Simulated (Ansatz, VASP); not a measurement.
Nb: VASP beside Ansatz

```xyz
1
Lattice="0.0000 2.1150 2.1150 2.0621 0.0000 2.1150 2.0621 2.1150 0.0000" Properties=species:S:1:pos:R:3 pbc="T T T"
Nb    0.0000    0.0000    0.0000
```

Change from the starting cell: strain -0.0250 x Voigt [1, 0, 0, 0, 0, 0], atoms carried along.

Alike in both runs: task single point; functional PBEsol; k mesh 20 × 20 × 20; occupations gaussian, width 0.15 eV; no spin polarisation.

```csv
,VASP,Ansatz
version,VASP 6.6.1,Ansatz 0.2.0
potentials or method,"VASP PAW PBE potentials, release 64 (Nb_sv), cutoff 500 eV","scalar-relativistic, plane waves, PAW"
valence electrons in the cell,13,13
```

|  | VASP | Ansatz | Ansatz less VASP |
| --- | --- | --- | --- |
| gap on the k mesh at the Fermi level (eV) | none | none | - |
| pressure (GPa) | -3.4 | -3.1 | +0.36 |
| traceless stress, the component that is largest in VASP (GPa) | -4.84 | -4.87 | -0.027 |

VASP's potentials were made for PBE, not for PBEsol. A gap of «none» marks a metal or a gap that the smearing closes. With one functional, cell and mesh, what is left measures potentials, basis and numerics.
